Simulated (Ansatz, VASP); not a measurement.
## Li2O in VASP and in Ansatz

Contents of INCAR:

```
ALGO = Normal
EDIFF = 1E-6
ENCUT = 750
GGA = PS
GGA_COMPAT = False
ISIF = 2
ISMEAR = 0
LASPH = True
LCHARG = False
LREAL = False
LWAVE = False
NBANDS = 13
NELM = 120
PREC = Accurate
SIGMA = 0.01
```

The input KPOINTS:

```
k-points
0
Gamma
  8 8 8
```

POSCAR

```
Li2O
1.0
    2.2563934249      2.2563934249      0.0000000000
   -2.2563934249      2.2563934249      0.0000000000
    0.0000000000      2.2563934249      2.2563934249
Li O
2 1
Direct
    0.2500000000      0.7500000000      0.5000000000
    0.7500000000      0.2500000000      0.5000000000
    0.0000000000      0.0000000000      0.0000000000
```

Input for Ansatz:

```yaml
crystal:
  lattice:
    - [2.25639342486, 2.25639342486, 0.0]
    - [-2.25639342486, 2.25639342486, 0.0]
    - [0.0, 2.25639342486, 2.25639342486]
  atoms:
    - { symbol: Li, position: [0.25, 0.75, 0.5] }
    - { symbol: Li, position: [0.75, 0.25, 0.5] }
    - { symbol: O, position: [0.0, 0.0, 0.0] }
kpoints:
  mp_grid: { grid: [8, 8, 8] }
scf:
  occupations: { method: fixed }
  convergence: { dr2_threshold: 1.0e-10 }
hamiltonian:
  xc: pbesol
  pseudopotentials: { kind: all_electron, lapw: { basis_error: 0.0005 } }
output:
  forces: true
  stress: true
  eigenstates:
    kpoints:
      - [0.0, 0.0, 0.0]
      - [-0.5, 0.5, 0.0]
      - [-0.5, -0.5, -0.5]
      - [0.0, 0.0, -0.5]
      - [0.0, -0.5, -0.5]
      - [0.0, 0.5, 0.0]
      - [-0.5, 0.0, 0.0]
      - [-0.5, 0.0, -0.5]
  eigenvalues: true
```

Alike in both runs: task single point; functional PBEsol; k mesh 8 × 8 × 8; no spin polarisation.

```csv
,VASP,Ansatz
version,VASP 6.6.1,Ansatz 0.2.0
potentials or method,"VASP PAW PBE potentials, release 64 (Li_sv, O), cutoff 750 eV","all-electron LAPW, scalar-relativistic"
occupations,"gaussian, width 0.01 eV",fixed
```

|  | VASP | Ansatz | Ansatz less VASP |
| --- | --- | --- | --- |
| gap on the k mesh at the Fermi level (eV) | 4.95 | 4.96 | +0.010 |
| pressure (GPa) | 4.2 | 3.9 | -0.33 |

VASP's potentials were made for PBE, not for PBEsol. Ansatz ran all-electron here, and VASP with PAW potentials.
